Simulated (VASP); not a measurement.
# InP (base) (F-43m) in VASP: a series of runs, part 2 of 2

VASP 6.6.1. Earlier steps stand in the parts before.

**3. Single point, PBEsol**

Contents of INCAR:

```
  PREC = Accurate
  ENCUT = 500
  EDIFF = 1E-6
  ISMEAR = 0
  SIGMA = 0.02
  LREAL = F
  LASPH = T
  NELM = 120
  ALGO = Normal
  ISIF = 2
  LWAVE = F
  LCHARG = F
  GGA = PS
  NBANDS = 16
  GGA_COMPAT = F
```

Contents of KPOINTS:

```
regular mesh
0
Gamma
  10 10 10
```

Contents of POSCAR:

```
InP
1.0
    0.0000000000      2.9392576381      2.9392576381
    2.9392576381      0.0000000000      2.9392576381
    2.9392576381      2.9392576381      0.0000000000
In P
1 1
Direct
    0.0000000000      0.0000000000      0.0000000000
    0.7500000000      0.7500000000      0.7500000000
```

Potentials or basis: VASP PAW PBE potentials, release 64 (In_d, P).

Command:

```bash
cat potpaw_PBE.64/In_d/POTCAR potpaw_PBE.64/P/POTCAR > POTCAR
mpirun -np 1 vasp_std > vasp.out
```

OUTCAR:

```text
PREC = Accurate
   ENCUT = 500
   EDIFF = 1E-6
   ISMEAR = 0
   LREAL = F
   LASPH = T
   NELM = 120
   ISIF = 2
   GGA = PS

 ion  position               nearest neighbor table
   1  0.000  0.000  0.000-   2 2.55   2 2.55   2 2.55   2 2.55
   2  0.750  0.750  0.750-   1 2.55   1 2.55   1 2.55   1 2.55

  LATTYP: Found a face centered cubic cell.
 ALAT       =     5.8785152762

  Lattice vectors:

 A1 = (   0.0000000000,   2.9392576381,   2.9392576381)
 A2 = (   2.9392576381,   0.0000000000,   2.9392576381)
 A3 = (   2.9392576381,   2.9392576381,   0.0000000000)

Analysis of symmetry for initial positions (statically):
=====================================================================
 Subroutine PRICEL returns:
 Original cell was already a primitive cell.

 Routine SETGRP: Setting up the symmetry group for a
 face centered cubic supercell.

 Subroutine GETGRP returns: Found 24 space group operations
 (whereof 24 operations were pure point group operations)
 out of a pool of 48 trial point group operations.

The static configuration has the point symmetry T_d .

Analysis of symmetry for dynamics (positions and initial velocities):
=====================================================================
 Subroutine PRICEL returns:
 Original cell was already a primitive cell.

 Routine SETGRP: Setting up the symmetry group for a
 face centered cubic supercell.

 Subroutine GETGRP returns: Found 24 space group operations
 (whereof 24 operations were pure point group operations)
 out of a pool of 48 trial point group operations.

The dynamic configuration has the point symmetry T_d .

 Subroutine INISYM returns: Found 24 space group operations
 (whereof 24 operations are pure point group operations),
 and found     1 'primitive' translations

----------------------------------------------------------------------------------------

                                     Primitive cell

  volume of cell :      50.7859

  direct lattice vectors                    reciprocal lattice vectors
     0.000000000  2.939257638  2.939257638    -0.170110981  0.170110981  0.170110981
     2.939257638  0.000000000  2.939257638     0.170110981 -0.170110981  0.170110981
     2.939257638  2.939257638  0.000000000     0.170110981  0.170110981 -0.170110981

  length of vectors
     4.156738015  4.156738015  4.156738015     0.294640862  0.294640862  0.294640862

  position of ions in fractional coordinates (direct lattice)
     0.000000000  0.000000000  0.000000000
     0.750000000  0.750000000  0.750000000

  ion indices of the primitive-cell ions
   primitive index   ion index
                 1           1
                 2           2

----------------------------------------------------------------------------------------

 KPOINTS: regular mesh

Automatic generation of k-mesh.
 Grid dimensions read from file:
 generate k-points for:   10   10   10

 Generating k-lattice:

  Cartesian coordinates                     Fractional coordinates (reciprocal lattice)
    -0.017011098  0.017011098  0.017011098     0.100000000  0.000000000  0.000000000
     0.017011098 -0.017011098  0.017011098     0.000000000  0.100000000  0.000000000
     0.017011098  0.017011098 -0.017011098     0.000000000  0.000000000  0.100000000

  Length of vectors
     0.029464086  0.029464086  0.029464086

  Shift w.r.t. Gamma in fractional coordinates (k-lattice)
     0.000000000  0.000000000  0.000000000

 Subroutine IBZKPT returns following result:
 ===========================================

 Found     47 irreducible k-points:

 Following reciprocal coordinates:
            Coordinates               Weight
  0.000000  0.000000  0.000000      1.000000
  0.100000  0.000000  0.000000      8.000000
  0.200000  0.000000  0.000000      8.000000
  0.300000  0.000000  0.000000      8.000000
  0.400000  0.000000  0.000000      8.000000
  0.500000  0.000000  0.000000      4.000000
[... 16 lines left out ...]
  0.300000  0.300000  0.000000      6.000000
  0.400000  0.300000  0.000000     24.000000
 [... further k-points ...]
   k-points           NKPTS =     47   k-points in BZ     NKDIM =     47   number of bands    NBANDS=     16
   number of dos      NEDOS =    301   number of ions     NIONS =      2
   total plane-waves  NPLWV =  27000
   dimension x,y,z NGX =    30 NGY =   30 NGZ =   30
   dimension x,y,z NGXF=    60 NGYF=   60 NGZF=   60
   ions per type =               1   1
   NGX,Y,Z   is equivalent  to a cutoff of  12.00, 12.00, 12.00 a.u.
   NGXF,Y,Z  is equivalent  to a cutoff of  24.00, 24.00, 24.00 a.u.
 SYSTEM =  unknown system
   PREC   = accura    normal or accurate (medium, high low for compatibility)
   ISTART =      0    job   : 0-new  1-cont  2-samecut
   ICHARG =      2    charge: 1-file 2-atom 10-const
   ISPIN  =      1    spin polarized calculation?
   LNONCOLLINEAR =      F non collinear calculations
   LSORBIT =      F    spin-orbit coupling
   LASPH  =      T    aspherical Exc in radial PAW
   ENCUT  =  500.0 eV  36.75 Ry    6.06 a.u.   7.58  7.58  7.58*2*pi/ulx,y,z
   NELM   =    120;   NELMIN=  2; NELMDL= -5     # of ELM steps
   EDIFF  = 0.1E-05   stopping-criterion for ELM
   LREAL  =      F    real-space projection
   EDIFFG = 0.1E-04   stopping-criterion for IOM
   NSW    =      0    number of steps for IOM
   IBRION =     -1    ionic relax: 0-MD 1-quasi-New 2-CG
   NFREE  =      0    steps in history (QN), initial steepest desc. (CG)
   ISIF   =      2    stress and relaxation
   ISYM   =      2    0-nonsym 1-usesym 2-fastsym
   POTIM  = 0.5000    time-step for ionic-motion
   TEBEG  =    0.0;   TEEND  =   0.0 temperature during run
   PSTRESS=    0.0 pullay stress
   NELECT =      18.0000    total number of electrons
   NUPDOWN=      -1.0000    fix difference up-down
   EMIN   =  10.00;   EMAX   =-10.00  energy-range for DOS
   EFERMI =   0.00;   METHOD = LEGACY
   ISMEAR =     0;   SIGMA  =   0.02  broadening in eV -4-tet -1-fermi 0-gaus
   EFERMI_NEDOS =   21; number of points for ismear=-14 and -15
   IALGO  =     38    algorithm
   IMIX   =      4    mixing-type and parameters
     AMIX     =   0.40;   BMIX     =  1.00
     AMIX_MAG =   1.60;   BMIX_MAG =  1.00
  volume/ion in A,a.u.               =      25.39       171.36
  Fermi-wavevector in a.u.,A,eV,Ry     =   1.158559  2.189358 18.262530  1.342258
  Thomas-Fermi vector in A             =   2.295160
   LORBIT       =      0    0 simple, 1 ext, 2 COOP (PROOUT), +10 PAW based schemes
   GGA     = PS    functional components
   LHFCALC =     F    Hartree Fock is set to
   AEXX    =    0.0000 exact exchange contribution
   IVDW    =     0    specifies the selected vdW correction
   LEPSILON=     F    determine dielectric tensor
   LRPA    =     F    only Hartree local field effects (RPA)
 non-spin polarized calculation
 Gauss-broadening in eV      SIGMA  =   0.02
  energy-cutoff  :      500.00
  volume of cell :       50.79
 maximum number of plane-waves:      1308
   NGX = 15   NGY = 15   NGZ = 15

 number of electron      18.0000005 magnetization

 Free energy of the ion-electron system (eV)
  ---------------------------------------------------
  ext. energy  EPLUGINS =         0.00000000
  ---------------------------------------------------
  free energy    TOTEN  =        -9.15667605 eV

  energy without entropy =       -9.15667605  energy(sigma->0) =       -9.15667605

 E-fermi :   5.0982     XC(G=0):  -9.4401

 val. band max:        4.9929805465   @ k =   0.0000   0.0000   0.0000
 cond. band min:       5.5601999477   @ k =   0.0000   0.0000   0.0000
 fundamental gap:      0.5672194011
 Fermi energy:         5.0982172753

 k-point     1 :       0.0000    0.0000    0.0000
  band No.  band energies     occupation
      1      -9.1368      2.00000
      2      -9.1368      2.00000
      3      -9.1368      2.00000
      4      -8.9866      2.00000
      5      -8.9866      2.00000
      6      -6.4935      2.00000
[... 8 lines left out ...]
     15      14.4090      0.00000
     16      14.4090      0.00000

 k-point     2 :       0.1000    0.0000    0.0000
  band No.  band energies     occupation
      1      -9.1492      2.00000
      2      -9.1320      2.00000
      3      -9.1320      2.00000
      4      -8.9867      2.00000
      5      -8.9867      2.00000
      6      -6.3792      2.00000
[... 8 lines left out ...]
     15      13.8944      0.00000
     16      13.8944      0.00000
[... 387 lines left out ...]
      5      -8.9640      2.00000
      6      -5.2465      2.00000
[... 8 lines left out ...]
     15      15.1603      0.00000
     16      17.6976      0.00000

 k-point    24 :       0.4000    0.3000    0.0000
  band No.  band energies     occupation
      1      -9.2840      2.00000
      2      -9.0615      2.00000
      3      -9.0582      2.00000
      4      -9.0216      2.00000
      5      -8.9604      2.00000
      6      -4.8279      2.00000
[... 8 lines left out ...]
     15      15.5810      0.00000
     16      17.5786      0.00000

 [... further k-points ...]
[... 5 lines left out ...]
  --------------------------------------------------------------------------------------
  -------------------------------------------------------------------------------------
  Total       -0.0059460     -0.0059460     -0.0059460      0.0000000      0.0000000     -0.0000000
  in kB       -0.1875817     -0.1875817     -0.1875817      0.0000000      0.0000000     -0.0000000
  external PRESSURE =      -0.1875817 kB  Pullay stress =       0.0000000 kB

 VOLUME and BASIS-vectors are now :
 -----------------------------------------------------------------------------
  energy-cutoff  :      500.00
  volume of cell :       50.79
      direct lattice vectors                 reciprocal lattice vectors
     0.000000000  2.939257638  2.939257638    -0.170110981  0.170110981  0.170110981
     2.939257638  0.000000000  2.939257638     0.170110981 -0.170110981  0.170110981
     2.939257638  2.939257638  0.000000000     0.170110981  0.170110981 -0.170110981

 POSITION                                       TOTAL-FORCE (eV/Angst)
 -----------------------------------------------------------------------------------
      0.00000      0.00000      0.00000        -0.000000     -0.000000     -0.000000
      4.40889      4.40889      4.40889         0.000000      0.000000      0.000000
 -----------------------------------------------------------------------------------
    total drift:                               -0.000000     -0.000000      0.000000

  FREE ENERGIE OF THE ION-ELECTRON SYSTEM (eV)
  ---------------------------------------------------
  free  energy   TOTEN  =        -9.1566760513 eV

  energy  without entropy=       -9.1566760513  energy(sigma->0) =       -9.15667605
```

It took 21 s on 1 thread of Intel Xeon Platinum 8488C (Sapphire Rapids), shared host; peak memory 0.18 GiB.

Results:

```yaml
Free_energy: -9.1567 eV
Pressure: 0.0 GPa
Band_gap_on_the_k_mesh: 0.57 eV, direct
```

Caveat: the PAW data sets were made with another functional, which shifts forces and pressure a little; spin-orbit coupling is left out, which moves the levels of the heavy elements.

**4. Relaxation of cell and atoms, PBEsol**

This run uses another cell than the first one, of 25.72 Å³/atom, 1.013 times its volume.

Contents of INCAR:

```
SYSTEM = InP
  ALGO = Normal
  EDIFF = 1E-7
  EDIFFG = -0.002
  ENCUT = 500
  GGA = PS
  GGA_COMPAT = .False.
  IBRION = 2
  ISIF = 3
  ISMEAR = 0
  LASPH = .True.
  LCHARG = .False.
  LREAL = .False.
  LWAVE = .False.
  NELM = 120
  NELMIN = 4
  NSW = 100
  PREC = Accurate
  SIGMA = 0.02
```

Contents of KPOINTS:

```
k-points
0
Gamma
  10 10 10
  0 0 0
```

Contents of POSCAR:

```
InP
1.0
    0.0000000000      2.9519763900      2.9519763900
    2.9519763900      0.0000000000      2.9519763900
    2.9519763900      2.9519763900      0.0000000000
In P
1 1
Direct
    0.0000000000      0.0000000000      0.0000000000
    0.7500000000      0.7500000000      0.7500000000
```

Command:

```bash
cat potpaw_PBE.64/In_d/POTCAR potpaw_PBE.64/P/POTCAR > POTCAR
mpirun -np 1 vasp_std > vasp.out
```

Wall time 41 s (1 thread of Intel Xeon Platinum 8488C (Sapphire Rapids), shared host); peak memory 0.18 GiB.

Results (log left out):

* Free energy: -9.1569 eV
* Relaxed volume: 25.39 Å³/atom
* Relaxed cell: a = 4.156 Å, b = 4.156 Å, c = 4.156 Å, α = 60.00°, β = 60.00°, γ = 60.00°
* Space group after relaxing (to 0.05 Å): F-43m (No. 216)
* Energy gained by relaxing: 0.9 meV/atom
* Ionic steps: 3
* Pressure after relaxing: 0.0 GPa
* Band gap on the k mesh: 0.57 eV, direct

The path:
| step | energy change (eV) | largest force (eV/Å) | pressure (GPa) | volume (Å³) |
| --- | --- | --- | --- | --- |
| 1 | 0.0000 | 0.0000 | -0.86 | 51.45 |
| 2 | -0.0013 | 0.0000 | 0.47 | 50.42 |
| 3 | -0.0018 | 0.0000 | 0.00 | 50.77 |

Final structure:
```yaml
crystal:
  lattice:
    - [0.00000, 2.93903, 2.93903]
    - [2.93903, 0.00000, 2.93903]
    - [2.93903, 2.93903, 0.00000]
  atoms:
    - { symbol: In, position: [0.00000, 0.00000, 0.00000] }
    - { symbol: P, position: [0.75000, 0.75000, 0.75000] }
```

Levels at points of the mesh, in eV from the valence-band top:
```
           k point  band 5  band 6  band 7  band 8  band 9  band 10  band 11  band 12  band 13
(0.00, 0.00, 0.00)  -13.98  -11.49    0.00    0.00    0.00     0.57     4.02     4.02     4.02
(0.50, 0.00, 0.00)  -13.97   -9.77   -5.75   -0.97   -0.97     1.38     4.74     4.74     6.93
(0.50, 0.50, 0.00)  -13.95   -9.11   -5.78   -2.32   -2.32     1.65     2.17     9.04     9.47
```

Caveat: the PAW data sets were made with another functional, which shifts forces and pressure a little; spin-orbit coupling is left out, which moves the levels of the heavy elements.
